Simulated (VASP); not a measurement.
A run of VASP 6.6.1 is set up as follows.

INCAR

```
SYSTEM = Ir
PREC = Accurate
ENCUT = 520
EDIFF = 1E-6
ISMEAR = 0
SIGMA = 0.15
LREAL = .FALSE.
LASPH = .TRUE.
NELM = 60
ALGO = Fast
ISIF = 2
LWAVE = .FALSE.
LCHARG = .FALSE.
GGA = PE
NBANDS = 10
```

File KPOINTS:

```
regular mesh
0
G
  20 20 20
  0 0 0
```

File POSCAR:

```
Ir
1.0
   -0.1354627122      1.9351816027      1.6449043623
    1.9351816027     -0.1354627122      1.6449043623
    1.7997188905      1.7997188905      0.0000000000
Ir
1
Direct
    0.0000000000      0.0000000000      0.0000000000
```

Potentials or basis: VASP PAW PBE potentials, release 64 (Ir).

The run is started by

```bash
$ cat potpaw_PBE.64/Ir/POTCAR > POTCAR
$ mpirun -np 1 vasp_std > vasp.out
```

Q: What does it give for the band gap on the k mesh?

A: Zero (an odd number of electrons rules out a gap without spin polarisation).

Q: What does it give for the pressure?

A: 102.7 GPa.

Stress tensor (GPa, compression positive):
```
 93.63  16.69   0.00
 16.69  93.63   0.00
  0.00   0.00 120.97
```

Caveat: the cell differs from its parent crystal (engineering shear strain xy -0.1400, normal strain along z -0.1500); the cell stands under pressure; spin-orbit coupling is left out, which moves the levels of the heavy elements.
